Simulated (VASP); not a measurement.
# AlO2 in VASP: notebook, part 2 of 2

VASP 6.6.1. Earlier steps stand in the parts before.

## (3) Single point, PBE, collinear spin, ferromagnetic start

INCAR reads:

```
SYSTEM = AlO2
ALGO = Normal ; EDIFF = 1E-7
ENCUT = 520 ; GGA = PE
ISIF = 2 ; ISMEAR = 0
ISPIN = 2 ; LASPH = .TRUE.
LCHARG = .FALSE. ; LORBIT = 11
LREAL = .FALSE. ; LWAVE = .FALSE.
MAGMOM = 0 0 1 1 1 1 ; NBANDS = 28
NELM = 150 ; PREC = Accurate
SIGMA = 0.1
```

KPOINTS reads:

```
k-points
0
G
  4 4 4
  0 0 0
```

POSCAR reads:

```
AlO2
1.0
    4.0785518473      0.0000000000      0.0000000000
    0.0000000000      4.0785518473      0.0000000000
    0.0000000000      0.0000000000      4.0785518473
Al O
2 4
Direct
    0.0000000000      0.0000000000      0.0000000000
    0.5000000000      0.5000000000      0.5000000000
    0.7500000000      0.2500000000      0.7500000000
    0.2500000000      0.7500000000      0.7500000000
    0.2500000000      0.2500000000      0.2500000000
    0.7500000000      0.7500000000      0.2500000000
```

Potentials or basis: VASP PAW PBE potentials, release 64 (Al, O).

Started as:

```bash
$ cat potpaw_PBE.64/Al/POTCAR potpaw_PBE.64/O/POTCAR > POTCAR
$ mpirun -np 1 vasp_std > vasp.out
```

OUTCAR:

```text
SYSTEM = AlO2
   EDIFF = 1E-7
   ENCUT = 520
   GGA = PE
   ISIF = 2
   ISMEAR = 0
   ISPIN = 2
   LASPH = .TRUE.
   LORBIT = 11
   LREAL = .FALSE.
   NELM = 150
   PREC = Accurate

 ion  position               nearest neighbor table
   1  0.000  0.000  0.000-   3 1.77   4 1.77   5 1.77   6 1.77
   2  0.500  0.500  0.500-   3 1.77   4 1.77   5 1.77   6 1.77
   3  0.750  0.250  0.750-   1 1.77   2 1.77
   4  0.250  0.750  0.750-   1 1.77   2 1.77
   5  0.250  0.250  0.250-   1 1.77   2 1.77
   6  0.750  0.750  0.250-   1 1.77   2 1.77

  LATTYP: Found a simple cubic cell.
 ALAT       =     4.0785518473

  Lattice vectors:

 A1 = (   4.0785518473,   0.0000000000,   0.0000000000)
 A2 = (   0.0000000000,   4.0785518473,   0.0000000000)
 A3 = (   0.0000000000,   0.0000000000,   4.0785518473)

Analysis of symmetry for initial positions (statically):
=====================================================================
 Subroutine PRICEL returns:
 Original cell was already a primitive cell.

 Routine SETGRP: Setting up the symmetry group for a
 simple cubic supercell.

 Subroutine GETGRP returns: Found 48 space group operations
 (whereof 24 operations were pure point group operations)
 out of a pool of 48 trial point group operations.

The static configuration has the point symmetry T_d .
 The point group associated with its full space group is O_h .

Analysis of symmetry for dynamics (positions and initial velocities):
=====================================================================
 Subroutine PRICEL returns:
 Original cell was already a primitive cell.

 Routine SETGRP: Setting up the symmetry group for a
 simple cubic supercell.

 Subroutine GETGRP returns: Found 48 space group operations
 (whereof 24 operations were pure point group operations)
 out of a pool of 48 trial point group operations.

The dynamic configuration has the point symmetry T_d .
 The point group associated with its full space group is O_h .

Analysis of structural, dynamic, and magnetic symmetry:
[... 165 lines left out ...]
      2     -14.4362      1.00000
      3     -14.4362      1.00000
      4     -14.4362      1.00000
      5      -3.9662      1.00000
      6      -1.2667      1.00000
[... 289 lines left out ...]
     26      18.3755      0.00000
     27      18.4828      0.00000
 Fermi energy:         2.3990964673

 spin component 2

 k-point     1 :       0.0000    0.0000    0.0000
  band No.  band energies     occupation
      1     -15.3716      1.00000
      2     -13.6584      1.00000
      3     -13.6584      1.00000
      4     -13.6584      1.00000
      5      -3.7458      1.00000
      6      -0.8887      1.00000
[... 289 lines left out ...]
     26      18.4193      0.00000
     27      18.5391      0.00000
 [bands above 27 left out]

------------------------ aborting loop because EDIFF is reached ----------------------------------------

  FORCE on cell =-STRESS in cart. coord.  units (eV):
  Direction    XX          YY          ZZ          XY          YZ          ZX
  --------------------------------------------------------------------------------------
  -------------------------------------------------------------------------------------
  Total        0.1270977      0.1270977      0.1270977      0.0000000      0.0000000      0.0000000
  in kB        3.0014434      3.0014434      3.0014434      0.0000000      0.0000000      0.0000000
  external PRESSURE =       3.0014434 kB  Pullay stress =       0.0000000 kB

 VOLUME and BASIS-vectors are now :
 -----------------------------------------------------------------------------
  energy-cutoff  :      520.00
  volume of cell :       67.85
      direct lattice vectors                 reciprocal lattice vectors
     4.078551847  0.000000000  0.000000000     0.245185065  0.000000000  0.000000000
     0.000000000  4.078551847  0.000000000     0.000000000  0.245185065  0.000000000
     0.000000000  0.000000000  4.078551847     0.000000000  0.000000000  0.245185065

 POSITION                                       TOTAL-FORCE (eV/Angst)
 -----------------------------------------------------------------------------------
      0.00000      0.00000      0.00000         0.000000     -0.000000     -0.000000
      2.03928      2.03928      2.03928         0.000000     -0.000000     -0.000000
      3.05891      1.01964      3.05891        -0.000000      0.000000     -0.000000
      1.01964      3.05891      3.05891        -0.000000      0.000000      0.000000
      1.01964      1.01964      1.01964         0.000000      0.000000      0.000000
      3.05891      3.05891      1.01964        -0.000000      0.000000      0.000000
 -----------------------------------------------------------------------------------
    total drift:                                0.000000      0.000000      0.000000

  FREE ENERGIE OF THE ION-ELECTRON SYSTEM (eV)
  ---------------------------------------------------
  free  energy   TOTEN  =       -38.9751998241 eV

  energy  without entropy=      -38.9428476065  energy(sigma->0) =      -38.95902372

 total charge

# of ion       s       p       d       tot
------------------------------------------
    1        0.333   0.434   0.000   0.767
    2        0.333   0.434   0.000   0.767
    3        1.566   3.465   0.000   5.032
    4        1.566   3.465   0.000   5.032
    5        1.566   3.465   0.000   5.032
    6        1.566   3.465   0.000   5.032
--------------------------------------------------
tot          6.932  14.729   0.000  21.661

 magnetization (x)

# of ion       s       p       d       tot
------------------------------------------
    1       -0.006  -0.008   0.000  -0.014
    2       -0.006  -0.008   0.000  -0.014
    3        0.006   0.420   0.000   0.425
    4        0.006   0.420   0.000   0.425
    5        0.006   0.420   0.000   0.425
    6        0.006   0.420   0.000   0.425
--------------------------------------------------
tot          0.011   1.662   0.000   1.673
```

OSZICAR:

```text
N       E                     dE             d eps       ncg     rms          rms(c)
DAV:   1     0.124079103586E+03    0.12408E+03   -0.15299E+04  1120   0.976E+02
DAV:   2    -0.341680232169E+02   -0.15825E+03   -0.15142E+03  1392   0.233E+02
DAV:   3    -0.421525698601E+02   -0.79845E+01   -0.79151E+01  1440   0.487E+01
DAV:   4    -0.422154233859E+02   -0.62854E-01   -0.62838E-01  1268   0.502E+00
DAV:   5    -0.422162696090E+02   -0.84622E-03   -0.84622E-03  1348   0.562E-01    0.131E+01
DAV:   6    -0.389304059668E+02    0.32859E+01   -0.85324E+00  1168   0.181E+01    0.457E+00
DAV:   7    -0.389479078460E+02   -0.17502E-01   -0.27561E-01  1228   0.323E+00    0.246E+00
DAV:   8    -0.389492502463E+02   -0.13424E-02   -0.43942E-02  1224   0.175E+00    0.100E+00
DAV:   9    -0.389710739175E+02   -0.21824E-01   -0.14786E-02  1144   0.987E-01    0.347E-01
DAV:  10    -0.389743791128E+02   -0.33052E-02   -0.12941E-03  1260   0.280E-01    0.218E-01
DAV:  11    -0.389750738613E+02   -0.69475E-03   -0.20685E-04  1196   0.860E-02    0.845E-02
DAV:  12    -0.389751862698E+02   -0.11241E-03   -0.62062E-05  1188   0.576E-02    0.168E-02
DAV:  13    -0.389751987456E+02   -0.12476E-04   -0.79439E-06  1216   0.208E-02    0.482E-03
DAV:  14    -0.389751995192E+02   -0.77361E-06   -0.51431E-07  1260   0.490E-03    0.270E-03
DAV:  15    -0.389751998146E+02   -0.29536E-06   -0.42076E-07  1180   0.385E-03    0.750E-04
DAV:  16    -0.389751998241E+02   -0.95347E-08   -0.90627E-09   740   0.702E-04
   1 F= -.38975200E+02 E0= -.38959024E+02  d E =-.323522E-01  mag=     2.0000
```

It took 27 s on 1 thread of Intel Xeon Platinum 8488C (Sapphire Rapids), shared host; peak memory 0.18 GiB.

Results:

```yaml
Free_energy: -38.9752 eV
Pressure: 0.3 GPa
Band_gap_on_the_k_mesh: zero (filled and empty bands overlap)
Net_moment: 2.00 μB per cell
Site_moments: Al -0.01; O +0.42 μB
Valence_electrons_inside_the_program's_atomic_spheres: Al 0.77; O 5.03
```

Levels at points of the mesh, in eV from the Fermi level:
Spin up:
```
           k point  band 13  band 14  band 15  band 16  band 17  band 18  band 19  band 20
(0.00, 0.00, 0.00)    -1.27    -0.77    -0.77    -0.77     5.12     7.39     7.39     7.39
(0.50, 0.00, 0.00)    -1.36    -1.36    -1.05    -1.05     7.80     7.80     9.25     9.25
(0.50, 0.50, 0.00)    -1.21    -1.21    -0.75    -0.75     9.70     9.70     9.98     9.98
(0.50, 0.50, 0.50)    -0.89    -0.55    -0.55    -0.55     8.76    10.65    10.65    10.65
```
Spin down:
| k point | band 9 | band 10 | band 11 | band 12 | band 13 | band 14 | band 15 | band 16 | band 17 | band 18 |
| --- | --- | --- | --- | --- | --- | --- | --- | --- | --- | --- |
| (0.00, 0.00, 0.00) | -2.93 | -2.93 | -0.31 | -0.31 | -0.31 | 0.18 | 0.18 | 0.18 | 5.33 | 7.38 |
| (0.50, 0.00, 0.00) | -1.79 | -1.79 | -1.78 | -1.78 | -0.47 | -0.47 | -0.10 | -0.10 | 8.07 | 8.07 |
| (0.50, 0.50, 0.00) | -2.60 | -2.60 | -1.47 | -1.47 | -0.29 | -0.29 | 0.25 | 0.25 | 9.92 | 9.92 |
| (0.50, 0.50, 0.50) | -1.88 | -1.88 | -1.88 | 0.09 | 0.09 | 0.47 | 0.47 | 0.47 | 8.94 | 10.76 |

Caveat: the k points lie up to 0.39 Å⁻¹ apart.

## (4) Single point, PBE, collinear spin, ferromagnetic start

This run uses another cell than the first one, of 11.33 Å³/atom, 1.002 times its volume.

INCAR reads:

```
SYSTEM = AlO2
  ALGO = Normal
  EDIFF = 1E-6
  ENCUT = 520
  GGA = PE
  ISIF = 2
  ISMEAR = 0
  ISPIN = 2
  LASPH = .True.
  LCHARG = .False.
  LORBIT = 11
  LREAL = .False.
  LWAVE = .False.
  MAGMOM = 0 0 0.46 0.46 0.46 0.46
  NBANDS = 28
  NELM = 150
  PREC = Accurate
  SIGMA = 0.1
```

KPOINTS reads:

```
k-points
0
Gamma
  10 10 10
  0 0 0
```

Changes to POSCAR since step 3:

```diff
@@ -2,5 +2,5 @@
 1.0
-    4.0785518473      0.0000000000      0.0000000000
-    0.0000000000      4.0785518473      0.0000000000
-    0.0000000000      0.0000000000      4.0785518473
+    4.0818232273      0.0000000000      0.0000000000
+    0.0000000000      4.0818232273      0.0000000000
+    0.0000000000      0.0000000000      4.0818232273
 Al O
```

Potentials or basis: VASP PAW PBE potentials, release 64 (Al, O).

Started as:

```bash
$ cat potpaw_PBE.64/Al/POTCAR potpaw_PBE.64/O/POTCAR > POTCAR
$ mpirun -np 1 vasp_std > vasp.out
```

OUTCAR:

```text
SYSTEM = AlO2
   EDIFF = 1E-6
   ENCUT = 520
   GGA = PE
   ISIF = 2
   ISMEAR = 0
   ISPIN = 2
   LASPH = .True.
   LORBIT = 11
   LREAL = .False.
   NELM = 150
   PREC = Accurate

 ion  position               nearest neighbor table
   1  0.000  0.000  0.000-   3 1.77   4 1.77   5 1.77   6 1.77
   2  0.500  0.500  0.500-   3 1.77   4 1.77   5 1.77   6 1.77
   3  0.750  0.250  0.750-   1 1.77   2 1.77
   4  0.250  0.750  0.750-   1 1.77   2 1.77
   5  0.250  0.250  0.250-   1 1.77   2 1.77
   6  0.750  0.750  0.250-   1 1.77   2 1.77

  LATTYP: Found a simple cubic cell.
 ALAT       =     4.0818232273

  Lattice vectors:

 A1 = (   4.0818232273,   0.0000000000,   0.0000000000)
 A2 = (   0.0000000000,   4.0818232273,   0.0000000000)
 A3 = (   0.0000000000,   0.0000000000,   4.0818232273)

Analysis of symmetry for initial positions (statically):
=====================================================================
 Subroutine PRICEL returns:
 Original cell was already a primitive cell.

 Routine SETGRP: Setting up the symmetry group for a
 simple cubic supercell.

 Subroutine GETGRP returns: Found 48 space group operations
 (whereof 24 operations were pure point group operations)
 out of a pool of 48 trial point group operations.

The static configuration has the point symmetry T_d .
 The point group associated with its full space group is O_h .

Analysis of symmetry for dynamics (positions and initial velocities):
=====================================================================
 Subroutine PRICEL returns:
 Original cell was already a primitive cell.

 Routine SETGRP: Setting up the symmetry group for a
 simple cubic supercell.

 Subroutine GETGRP returns: Found 48 space group operations
 (whereof 24 operations were pure point group operations)
 out of a pool of 48 trial point group operations.

The dynamic configuration has the point symmetry T_d .
 The point group associated with its full space group is O_h .

Analysis of structural, dynamic, and magnetic symmetry:
=====================================================================
[... 182 lines left out ...]
      5      -3.9834      1.00000
      6      -1.2748      1.00000
[... 709 lines left out ...]
     26      17.9685      0.00000
     27      18.3842      0.00000

 [... further k-points ...]

 spin component 2

 k-point     1 :       0.0000    0.0000    0.0000
  band No.  band energies     occupation
      1     -15.3800      1.00000
      2     -13.6747      1.00000
      3     -13.6747      1.00000
      4     -13.6747      1.00000
      5      -3.7605      1.00000
      6      -0.9062      1.00000
[... 709 lines left out ...]
     26      18.3346      0.00000
     27      18.5229      0.00000

 [... further k-points ...]

 [bands above 27 left out]

------------------------ aborting loop because EDIFF is reached ----------------------------------------

  FORCE on cell =-STRESS in cart. coord.  units (eV):
  Direction    XX          YY          ZZ          XY          YZ          ZX
  --------------------------------------------------------------------------------------
  -------------------------------------------------------------------------------------
  Total       -0.0606859     -0.0606859     -0.0606859     -0.0000000      0.0000000     -0.0000000
  in kB       -1.4296691     -1.4296691     -1.4296691     -0.0000000      0.0000000     -0.0000000
  external PRESSURE =      -1.4296691 kB  Pullay stress =       0.0000000 kB

 VOLUME and BASIS-vectors are now :
 -----------------------------------------------------------------------------
  energy-cutoff  :      520.00
  volume of cell :       68.01
      direct lattice vectors                 reciprocal lattice vectors
     4.081823227  0.000000000  0.000000000     0.244988561  0.000000000  0.000000000
     0.000000000  4.081823227  0.000000000     0.000000000  0.244988561  0.000000000
     0.000000000  0.000000000  4.081823227     0.000000000  0.000000000  0.244988561

 POSITION                                       TOTAL-FORCE (eV/Angst)
 -----------------------------------------------------------------------------------
      0.00000      0.00000      0.00000        -0.000000      0.000000      0.000000
      2.04091      2.04091      2.04091        -0.000000      0.000000      0.000000
      3.06137      1.02046      3.06137         0.000000      0.000000     -0.000000
      1.02046      3.06137      3.06137        -0.000000      0.000000      0.000000
      1.02046      1.02046      1.02046        -0.000000      0.000000      0.000000
      3.06137      3.06137      1.02046         0.000000     -0.000000     -0.000000
 -----------------------------------------------------------------------------------
    total drift:                                0.000000      0.000000      0.000000

  FREE ENERGIE OF THE ION-ELECTRON SYSTEM (eV)
  ---------------------------------------------------
  free  energy   TOTEN  =       -38.9771026368 eV

  energy  without entropy=      -38.9490083232  energy(sigma->0) =      -38.96305548

 total charge

# of ion       s       p       d       tot
------------------------------------------
    1        0.332   0.432   0.000   0.765
    2        0.332   0.432   0.000   0.765
    3        1.566   3.464   0.000   5.031
    4        1.566   3.464   0.000   5.031
    5        1.566   3.464   0.000   5.031
    6        1.566   3.464   0.000   5.031
--------------------------------------------------
tot          6.930  14.721   0.000  21.651

 magnetization (x)

# of ion       s       p       d       tot
------------------------------------------
    1       -0.006  -0.008   0.000  -0.014
    2       -0.006  -0.008   0.000  -0.014
    3        0.006   0.420   0.000   0.425
    4        0.006   0.420   0.000   0.425
    5        0.006   0.420   0.000   0.425
    6        0.006   0.420   0.000   0.425
--------------------------------------------------
tot          0.011   1.663   0.000   1.674
```

It took 2.1 min on 1 thread of Intel Xeon Platinum 8488C (Sapphire Rapids), shared host; peak memory 0.27 GiB.

What came out:

| Item | Value |
| --- | --- |
| Free energy | -38.9771 eV |
| Pressure | -0.1 GPa |
| Band gap on the k mesh | zero (filled and empty bands overlap) |
| Net moment | 2.00 μB per cell |
| Site moments | Al -0.01; O +0.42 μB |
| Valence electrons inside the program's atomic spheres | Al 0.77; O 5.03 |

Levels at points of the mesh, in eV from the Fermi level:
Spin up:
```tsv
k point	band 14	band 15	band 16	band 17	band 18	band 19
(0.00, 0.00, 0.00)	-0.74	-0.74	-0.74	5.12	7.40	7.40
(0.50, 0.00, 0.00)	-1.33	-1.03	-1.03	7.81	7.81	9.26
(0.50, 0.50, 0.00)	-1.18	-0.72	-0.72	9.70	9.70	9.99
(0.50, 0.50, 0.50)	-0.52	-0.52	-0.52	8.75	10.65	10.65
```
Spin down:
```tsv
k point	band 12	band 13	band 14	band 15	band 16	band 17
(0.00, 0.00, 0.00)	-0.28	-0.28	0.21	0.21	0.21	5.33
(0.50, 0.00, 0.00)	-1.75	-0.44	-0.44	-0.07	-0.07	8.07
(0.50, 0.50, 0.00)	-1.44	-0.26	-0.26	0.28	0.28	9.92
(0.50, 0.50, 0.50)	0.12	0.12	0.50	0.50	0.50	8.93
```

## (5) Summary

| spin | cell | k mesh | gap on the mesh (eV) | pressure (GPa) | moment (μB) |
| --- | --- | --- | --- | --- | --- |
| off | a = 4.079 Å, 6 atoms | 6 × 6 × 6 | none | -0.1 | - |
| collinear, ferromagnetic start | a = 4.079 Å, 6 atoms | 4 × 4 × 4 | none | 0.3 | 2.00 |
| collinear, ferromagnetic start | a = 4.082 Å, 6 atoms | 10 × 10 × 10 | none | -0.1 | 2.00 |

Alike in all rows: task single point; level PBE; potentials or basis VASP PAW PBE potentials, release 64 (Al, O); cutoff (eV) 520; smearing gaussian 0.1 eV.

Caveats: some runs use coarse meshes.

Total energies depend on the potentials used, so only differences within one code and one set of settings carry meaning.
